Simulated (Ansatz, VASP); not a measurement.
## One calculation of Os, two programs

```
Os
1.0
     2.71575    0.00000    0.00000
    -1.35787    2.35191    0.00000
     0.00000    0.00000    4.29071
Os
2
Direct
  0.66667 0.33333 0.75000
  0.33333 0.66667 0.25000
```

Alike in both runs: task single point; functional PBEsol; k mesh 11 × 11 × 6; occupations fermi-dirac, width 0.05 eV; non-collinear spin, spin-orbit coupling.

|  | VASP | Ansatz |
| --- | --- | --- |
| version | VASP 6.6.1 | Ansatz 0.2.0 |
| potentials or method | VASP PAW PBE potentials, release 64 (Os) | Ansatz PAW |
| plane-wave cutoff (eV) | 520 | 420 |
| valence electrons in the cell | 16 | 32 |

Ansatz gave:

- pressure (GPa): 6.4
- traceless stress, the component that is largest in VASP (GPa): 0.10

Problem. Which values does VASP return?

Solution. Pressure (GPa): 7.1; traceless stress, the component that is largest in VASP (GPa): 0.11.

VASP's potentials were made for PBE, not for PBEsol. With one functional, cell and mesh, what is left measures potentials, basis and numerics. VASP's potentials hold 16 valence electrons a cell and Ansatz's 32, so a difference there can come from the potentials and not from the codes.
